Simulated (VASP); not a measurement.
# CoO (Fm-3m) in VASP: notebook

Aim: see how the results for CoO move with the level of theory and the settings. Levels: PBE, BLYP+D4, LDA. Tasks: single point, relaxation of cell and atoms.

All numbers are computed with VASP 6.6.1; they aren't measurements. Logs are shortened: lines on timing, memory, paths and dates and some standing lists are left out, and cuts for length are marked.

### 1 The cell of the first run

It takes space group Fm-3m (No. 225, cubic). Conventional cell: a = 4.263 Å, b = 4.263 Å, c = 4.263 Å, α = 90.00°, β = 90.00°, γ = 90.00°. Co (site symmetry m-3m) has 6 O at 2.13 Å within 2.8 Å. O (site symmetry m-3m) has 6 Co at 2.13 Å within 2.8 Å.

### 2 Single point, PBE, collinear spin, ferromagnetic start

INCAR reads:

```
SYSTEM = CoO
ALGO = Normal ; EDIFF = 1E-7
ENCUT = 520 ; GGA = PE
ISIF = 2 ; ISMEAR = 0
ISPIN = 2 ; LASPH = .True.
LCHARG = .False. ; LMAXMIX = 4
LORBIT = 11 ; LREAL = .False.
LWAVE = .False. ; MAGMOM = 2 0
NBANDS = 18 ; NELM = 150
PREC = Accurate ; SIGMA = 0.028999999999999998
```

KPOINTS reads:

```
k-points
0
Gamma
  11 11 11
  0 0 0
```

POSCAR reads:

```
CoO
1.0
    0.0000000000      2.1315000000      2.1315000000
    2.1315000000      0.0000000000      2.1315000000
    2.1315000000      2.1315000000      0.0000000000
Co O
1 1
Direct
    0.0000000000      0.0000000000      0.0000000000
    0.5000000000      0.5000000000      0.5000000000
```

Potentials or basis: VASP PAW PBE potentials, release 64 (Co, O).

Run with:

```sh
> cat potpaw_PBE.64/Co/POTCAR potpaw_PBE.64/O/POTCAR > POTCAR
> mpirun -np 1 vasp_std > vasp.out
```

OUTCAR:

```text
SYSTEM = CoO
   EDIFF = 1E-7
   ENCUT = 520
   GGA = PE
   ISIF = 2
   ISMEAR = 0
   ISPIN = 2
   LASPH = .True.
   LORBIT = 11
   LREAL = .False.
   NELM = 150
   PREC = Accurate

 ion  position               nearest neighbor table
   1  0.000  0.000  0.000-   2 2.13   2 2.13   2 2.13   2 2.13   2 2.13   2 2.13
   2  0.500  0.500  0.500-   1 2.13   1 2.13   1 2.13   1 2.13   1 2.13   1 2.13

  LATTYP: Found a face centered cubic cell.
 ALAT       =     4.2630000000

  Lattice vectors:

 A1 = (   0.0000000000,   2.1315000000,   2.1315000000)
 A2 = (   2.1315000000,   0.0000000000,   2.1315000000)
 A3 = (   2.1315000000,   2.1315000000,   0.0000000000)

Analysis of symmetry for initial positions (statically):
[... 25 lines left out ...]
The dynamic configuration has the point symmetry O_h .

Analysis of structural, dynamic, and magnetic symmetry:
=====================================================================
 Subroutine PRICEL returns:
[... 7 lines left out ...]
 out of a pool of 48 trial point group operations.

The overall configuration has the point symmetry O_h .

 Subroutine INISYM returns: Found 48 space group operations
[... 5 lines left out ...]
                                     Primitive cell

  volume of cell :      19.3681

  direct lattice vectors                    reciprocal lattice vectors
     0.000000000  2.131500000  2.131500000    -0.234576589  0.234576589  0.234576589
     2.131500000  0.000000000  2.131500000     0.234576589 -0.234576589  0.234576589
     2.131500000  2.131500000  0.000000000     0.234576589  0.234576589 -0.234576589

  length of vectors
     3.014396208  3.014396208  3.014396208     0.406298571  0.406298571  0.406298571

  position of ions in fractional coordinates (direct lattice)
     0.000000000  0.000000000  0.000000000
     0.500000000  0.500000000  0.500000000

  ion indices of the primitive-cell ions
   primitive index   ion index
                 1           1
                 2           2

----------------------------------------------------------------------------------------

 KPOINTS: k-points

Automatic generation of k-mesh.
 Grid dimensions read from file:
 generate k-points for:   11   11   11

 Generating k-lattice:

  Cartesian coordinates                     Fractional coordinates (reciprocal lattice)
    -0.021325144  0.021325144  0.021325144     0.090909091  0.000000000  0.000000000
     0.021325144 -0.021325144  0.021325144     0.000000000  0.090909091  0.000000000
     0.021325144  0.021325144 -0.021325144     0.000000000  0.000000000  0.090909091

  Length of vectors
     0.036936234  0.036936234  0.036936234

  Shift w.r.t. Gamma in fractional coordinates (k-lattice)
     0.000000000  0.000000000  0.000000000

 Subroutine IBZKPT returns following result:
 ===========================================

 Found     56 irreducible k-points:

 Following reciprocal coordinates:
            Coordinates               Weight
  0.000000  0.000000  0.000000      1.000000
  0.090909  0.000000  0.000000      8.000000
  0.181818  0.000000  0.000000      8.000000
  0.272727  0.000000  0.000000      8.000000
  0.363636  0.000000  0.000000      8.000000
  0.454545  0.000000  0.000000      8.000000
[... 16 lines left out ...]
 -0.272727  0.181818  0.000000     24.000000
 -0.181818  0.181818  0.000000     12.000000
 [... further k-points ...]
   k-points           NKPTS =     56   k-points in BZ     NKDIM =     56   number of bands    NBANDS=     18
   number of dos      NEDOS =    301   number of ions     NIONS =      2
   total plane-waves  NPLWV =  13824
   dimension x,y,z NGX =    24 NGY =   24 NGZ =   24
   dimension x,y,z NGXF=    48 NGYF=   48 NGZF=   48
   ions per type =               1   1
   NGX,Y,Z   is equivalent  to a cutoff of  13.24, 13.24, 13.24 a.u.
   NGXF,Y,Z  is equivalent  to a cutoff of  26.47, 26.47, 26.47 a.u.
 SYSTEM =  CoO
   PREC   = accura    normal or accurate (medium, high low for compatibility)
   ISTART =      0    job   : 0-new  1-cont  2-samecut
   ICHARG =      2    charge: 1-file 2-atom 10-const
   ISPIN  =      2    spin polarized calculation?
   LNONCOLLINEAR =      F non collinear calculations
   LSORBIT =      F    spin-orbit coupling
   LASPH  =      T    aspherical Exc in radial PAW
   ENCUT  =  520.0 eV  38.22 Ry    6.18 a.u.   5.60  5.60  5.60*2*pi/ulx,y,z
   NELM   =    150;   NELMIN=  2; NELMDL= -5     # of ELM steps
   EDIFF  = 0.1E-06   stopping-criterion for ELM
   LREAL  =      F    real-space projection
   EDIFFG = 0.1E-05   stopping-criterion for IOM
   NSW    =      0    number of steps for IOM
   IBRION =     -1    ionic relax: 0-MD 1-quasi-New 2-CG
   NFREE  =      0    steps in history (QN), initial steepest desc. (CG)
   ISIF   =      2    stress and relaxation
   ISYM   =      2    0-nonsym 1-usesym 2-fastsym
   POTIM  = 0.5000    time-step for ionic-motion
   TEBEG  =    0.0;   TEEND  =   0.0 temperature during run
   PSTRESS=    0.0 pullay stress
   NELECT =      15.0000    total number of electrons
   NUPDOWN=      -1.0000    fix difference up-down
   EMIN   =  10.00;   EMAX   =-10.00  energy-range for DOS
   EFERMI =   0.00;   METHOD = LEGACY
   ISMEAR =     0;   SIGMA  =   0.03  broadening in eV -4-tet -1-fermi 0-gaus
   EFERMI_NEDOS =   21; number of points for ismear=-14 and -15
   IALGO  =     38    algorithm
   IMIX   =      4    mixing-type and parameters
     AMIX     =   0.40;   BMIX     =  1.00
     AMIX_MAG =   1.60;   BMIX_MAG =  1.00
  volume/ion in A,a.u.               =       9.68        65.35
  Fermi-wavevector in a.u.,A,eV,Ry     =   1.503407  2.841027 30.752334  2.260233
  Thomas-Fermi vector in A             =   2.614521
   LORBIT       =     11    0 simple, 1 ext, 2 COOP (PROOUT), +10 PAW based schemes
   GGA     = PE    functional components
   LHFCALC =     F    Hartree Fock is set to
   AEXX    =    0.0000 exact exchange contribution
   IVDW    =     0    specifies the selected vdW correction
   LEPSILON=     F    determine dielectric tensor
   LRPA    =     F    only Hartree local field effects (RPA)
 spin polarized calculation
 Gauss-broadening in eV      SIGMA  =   0.03
  energy-cutoff  :      520.00
  volume of cell :       19.37
 maximum number of plane-waves:       534
   NGX = 11   NGY = 11   NGZ = 11

 number of electron      15.0000007 magnetization       2.9253262

 Free energy of the ion-electron system (eV)
  ---------------------------------------------------
  ext. energy  EPLUGINS =         0.00000000
  ---------------------------------------------------
  free energy    TOTEN  =       -13.04613634 eV

  energy without entropy =      -13.04434936  energy(sigma->0) =      -13.04524285

 E-fermi :   7.8843     XC(G=0): -12.3956

 val. band max:        7.8824045165   @ k =  -0.2727   0.1818   0.0000
 cond. band min:       7.8883684131   @ k =  -0.4545   0.0909   0.0000
 fundamental gap:      0.0059638966
 Fermi energy:         7.8842895365

 spin component 1

 k-point     1 :       0.0000    0.0000    0.0000
  band No.  band energies     occupation
      1     -12.2956      1.00000
      2       4.6050      1.00000
      3       4.6050      1.00000
      4       4.7677      1.00000
      5       4.7677      1.00000
      6       4.7677      1.00000
[... 10 lines left out ...]
     17      29.2963      0.00000
     18      32.7814      0.00000

 k-point     2 :       0.0909    0.0000    0.0000
  band No.  band energies     occupation
      1     -12.2109      1.00000
      2       3.8693      1.00000
      3       3.8693      1.00000
      4       3.8922      1.00000
      5       4.8335      1.00000
      6       4.8336      1.00000
[... 10 lines left out ...]
     17      30.4364      0.00000
     18      34.0716      0.00000

 k-point     3 :       0.1818    0.0000    0.0000
  band No.  band energies     occupation
      1     -11.9748      1.00000
      2       2.6325      1.00000
      3       3.1403      1.00000
      4       3.1403      1.00000
      5       4.9834      1.00000
      6       4.9834      1.00000
[... 10 lines left out ...]
     17      32.9730      0.00000
     18      36.2685      0.00000

 k-point     4 :       0.2727    0.0000    0.0000
  band No.  band energies     occupation
      1     -11.6431      1.00000
      2       1.3886      1.00000
      3       2.5500      1.00000
      4       2.5500      1.00000
      5       5.1860      1.00000
      6       5.1860      1.00000
[... 375 lines left out ...]
      4       1.9972      1.00000
      5       5.3595      1.00000
      6       5.4519      1.00000
[... 10 lines left out ...]
     17      35.9079      0.00000
     18      37.0568      0.00000

 k-point    23 :      -0.2727    0.1818    0.0000
  band No.  band energies     occupation
      1     -11.2841      1.00000
      2       0.7126      1.00000
      3       2.0666      1.00000
      4       2.4170      1.00000
      5       5.2673      1.00000
      6       5.2868      1.00000
[... 10 lines left out ...]
     17      35.6090      0.00000
     18      37.3700      0.00000

 k-point    24 :      -0.1818    0.1818    0.0000
  band No.  band energies     occupation
      1     -11.5591      1.00000
      2       1.2730      1.00000
      3       2.3101      1.00000
      4       2.9306      1.00000
      5       5.1268      1.00000
      6       5.1359      1.00000
[... 10 lines left out ...]
     17      35.6115      0.00000
     18      37.4004      0.00000

 [... further k-points ...]

 spin component 2

 k-point     1 :       0.0000    0.0000    0.0000
  band No.  band energies     occupation
      1     -11.7837      1.00000
      2       5.3390      1.00000
      3       5.3390      1.00000
      4       5.3390      1.00000
      5       6.7815      1.00000
      6       6.7815      1.00000
[... 10 lines left out ...]
     17      30.2579      0.00000
     18      33.5951      0.00000

 k-point     2 :       0.0909    0.0000    0.0000
  band No.  band energies     occupation
      1     -11.6967      1.00000
      2       4.6221      1.00000
      3       5.0424      1.00000
      4       5.0424      1.00000
      5       6.8862      1.00000
      6       6.8863      1.00000
[... 10 lines left out ...]
     17      31.2315      0.00000
     18      34.9306      0.00000

 k-point     3 :       0.1818    0.0000    0.0000
  band No.  band energies     occupation
      1     -11.4537      1.00000
      2       3.3068      1.00000
      3       4.4683      1.00000
      4       4.4683      1.00000
      5       7.0988      1.00000
      6       7.0989      1.00000
[... 10 lines left out ...]
     17      33.5092      0.00000
     18      37.1531      0.00000

 k-point     4 :       0.2727    0.0000    0.0000
  band No.  band energies     occupation
      1     -11.1115      1.00000
      2       2.0101      1.00000
      3       3.9217      1.00000
      4       3.9218      1.00000
      5       7.3521      1.00000
      6       7.3521      1.00000
[... 375 lines left out ...]
      4       3.3555      1.00000
      5       7.6055      1.00000
      6       7.7080      1.00000
[... 10 lines left out ...]
     17      36.3508      0.00000
     18      37.5496      0.00000

 k-point    23 :      -0.2727    0.1818    0.0000
  band No.  band energies     occupation
      1     -10.7341      1.00000
      2       1.3956      1.00000
      3       3.2589      1.00000
      4       3.4857      1.00000
      5       7.3838      1.00000
      6       7.7285      1.00000
[... 10 lines left out ...]
     17      36.0709      0.00000
     18      37.9775      0.00000

 k-point    24 :      -0.1818    0.1818    0.0000
  band No.  band energies     occupation
      1     -11.0220      1.00000
      2       2.0181      1.00000
      3       3.7483      1.00000
      4       3.7572      1.00000
      5       7.1802      1.00000
      6       7.6239      1.00000
[... 10 lines left out ...]
     17      36.2262      0.00000
     18      37.9879      0.00000

 [... further k-points ...]
[... 5 lines left out ...]
  --------------------------------------------------------------------------------------
  -------------------------------------------------------------------------------------
  Total       -0.2919950     -0.2919950     -0.2919950     -0.0000000      0.0000000      0.0000000
  in kB      -24.1546042    -24.1546042    -24.1546042     -0.0000000      0.0000000      0.0000000
  external PRESSURE =     -24.1546042 kB  Pullay stress =       0.0000000 kB

 VOLUME and BASIS-vectors are now :
 -----------------------------------------------------------------------------
  energy-cutoff  :      520.00
  volume of cell :       19.37
      direct lattice vectors                 reciprocal lattice vectors
     0.000000000  2.131500000  2.131500000    -0.234576589  0.234576589  0.234576589
     2.131500000  0.000000000  2.131500000     0.234576589 -0.234576589  0.234576589
     2.131500000  2.131500000  0.000000000     0.234576589  0.234576589 -0.234576589

 POSITION                                       TOTAL-FORCE (eV/Angst)
 -----------------------------------------------------------------------------------
      0.00000      0.00000      0.00000         0.000000      0.000000      0.000000
      2.13150      2.13150      2.13150        -0.000000     -0.000000     -0.000000
 -----------------------------------------------------------------------------------
    total drift:                                0.000000     -0.000000     -0.000000

  FREE ENERGIE OF THE ION-ELECTRON SYSTEM (eV)
  ---------------------------------------------------
  free  energy   TOTEN  =       -13.0461363419 eV

  energy  without entropy=      -13.0443493646  energy(sigma->0) =      -13.04524285

 total charge

# of ion       s       p       d       tot
------------------------------------------
    1        0.293   0.355   7.141   7.788
    2        1.556   3.423   0.000   4.979
--------------------------------------------------
tot          1.849   3.777   7.141  12.767

 magnetization (x)

# of ion       s       p       d       tot
------------------------------------------
    1        0.021   0.018   2.531   2.569
    2        0.029   0.276   0.000   0.305
--------------------------------------------------
tot          0.049   0.294   2.531   2.875
```

It took 2.3 min on 1 thread of AMD EPYC 7R13, shared host; peak memory 0.14 GiB.

Results:

```
Free energy                                           : -13.0461 eV
Pressure                                              : -2.4 GPa
Net moment                                            : 2.93 μB per cell
Site moments                                          : Co +2.57; O +0.30 μB
Valence electrons inside the program's atomic spheres : Co 7.79; O 4.98
```

Caveat: a cell with one magnetic atom can't hold antiferromagnetic order, which such compounds often take; semilocal functionals often make such compounds metallic where correlation or magnetic order opens a gap, which also shifts bond lengths.

### 3 Single point, PBE, collinear spin, ferromagnetic start

INCAR reads:

```
SYSTEM = CoO
PREC = Accurate
ENCUT = 520
EDIFF = 1E-6
ISMEAR = 0
SIGMA = 0.03
LREAL = .FALSE.
LASPH = .TRUE.
NELM = 150
ALGO = Normal
ISIF = 2
LWAVE = .FALSE.
LCHARG = .FALSE.
ISPIN = 2
MAGMOM = 2 0
LORBIT = 11
LMAXMIX = 4
GGA = PE
NBANDS = 18
```

KPOINTS reads:

```
Automatic mesh
0
G
  11 11 11
  0 0 0
```

POSCAR is that of step 2.

Potentials or basis: VASP PAW PBE potentials, release 64 (Co, O).

Run with:

```sh
> cat potpaw_PBE.64/Co/POTCAR potpaw_PBE.64/O/POTCAR > POTCAR
> mpirun -np 1 vasp_std > vasp.out
```

Wall time 2.1 min (1 thread of AMD EPYC 7R13, shared host); peak memory 0.14 GiB.

Results (log left out):

| Property | Result |
| --- | --- |
| Free energy | -13.0462 eV |
| Pressure | -2.6 GPa |
| Net moment | 2.92 μB per cell |
| Site moments | Co +2.57; O +0.30 μB |
| Valence electrons inside the program's atomic spheres | Co 7.79; O 4.98 |

Levels at points of the mesh, in eV from the Fermi level:
Spin up:
```
           k point  band 6  band 7  band 8  band 9  band 10  band 11  band 12  band 13
(0.00, 0.00, 0.00)   -3.12   -3.08   -3.08   -3.08     0.98    16.84    18.11    18.11
```
Spin down:
```tsv
k point	band 2	band 3	band 4	band 5	band 6	band 7	band 8	band 9	band 10	band 11
(0.00, 0.00, 0.00)	-2.55	-2.55	-2.55	-1.10	-1.10	-1.10	0.06	0.06	1.52	16.75
```

Caveat: a cell with one magnetic atom can't hold antiferromagnetic order, which such compounds often take; semilocal functionals often make such compounds metallic where correlation or magnetic order opens a gap, which also shifts bond lengths.

(Continued in part 2 of 2.)
